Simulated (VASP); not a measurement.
C: single point with PBE

C, a slab with vacuum:

```
C
1.0
     5.05083    0.00000    0.00000
    -2.52541    4.37415    0.00000
     0.00000    0.00000   23.70147
C
32
Direct
  0.66667 0.33333 0.35863
  0.66667 0.83333 0.35863
  0.16667 0.33333 0.35863
  0.16667 0.83333 0.35863
  0.50000 0.50000 0.38038
  0.50000 0.00000 0.38038
  0.00000 0.50000 0.38038
  0.00000 0.00000 0.38038
  0.00000 0.50000 0.44563
  0.00000 0.00000 0.44563
  0.50000 0.50000 0.44563
  0.50000 0.00000 0.44563
  0.83333 0.66667 0.46738
  0.83333 0.16667 0.46738
  0.33333 0.66667 0.46738
  0.33333 0.16667 0.46738
  0.33333 0.66667 0.62219
  0.33333 0.16667 0.62219
  0.83333 0.66667 0.62219
  0.83333 0.16667 0.62219
  0.16667 0.83333 0.62224
  0.16667 0.33333 0.62224
  0.66667 0.83333 0.62224
  0.66667 0.33333 0.62224
  0.66667 0.83333 0.80034
  0.66667 0.33333 0.80034
  0.16667 0.83333 0.80034
  0.16667 0.33333 0.80034
  0.50000 0.00000 0.80032
  0.50000 0.50000 0.80032
  0.00000 0.00000 0.80032
  0.00000 0.50000 0.80032
```

```yaml
Program: VASP 6.6.1
Task: single point
Functional: PBE
Potentials_or_basis: VASP PAW PBE potentials, release 64 (C)
Cutoff: 520 eV
k_mesh: 6 × 6 × 1
Occupations: gaussian, width 0.05 eV
Spin: no spin polarisation
Dipole_correction: yes
Further_INCAR_settings: LREAL = Auto; ALGO = Normal; EDIFF = 1e-06; NBANDS = 86
```

```yaml
Largest_force: 6.589 eV/Å
```

Forces in eV/Å, atoms in the order of the input:
```
C    0.000  0.000  4.162
C    0.000  0.000  4.162
C    0.000  0.000  4.162
C    0.000  0.000  4.162
C    0.000  0.000 -6.589
C    0.000  0.000 -6.589
C    0.000  0.000 -6.589
C    0.000  0.000 -6.589
C    0.000  0.000  6.488
C    0.000  0.000  6.488
C    0.000  0.000  6.488
C    0.000  0.000  6.488
C    0.000  0.000 -4.056
C    0.000  0.000 -4.056
C    0.000  0.000 -4.056
C    0.000  0.000 -4.056
C    0.000  0.000 -0.001
C    0.000  0.000 -0.001
C    0.000  0.000 -0.001
C    0.000  0.000 -0.001
C    0.000  0.000 -0.002
C    0.000  0.000 -0.002
C    0.000  0.000 -0.002
C    0.000  0.000 -0.002
C    0.000  0.000 -0.003
C    0.000  0.000 -0.003
C    0.000  0.000 -0.003
C    0.000  0.000 -0.003
C    0.000  0.000  0.003
C    0.000  0.000  0.003
C    0.000  0.000  0.003
C    0.000  0.000  0.003
```

It took 23 min on 1 thread of Oxide Virtual Turin-like Processor (shared host), peak memory 0.61 GiB.
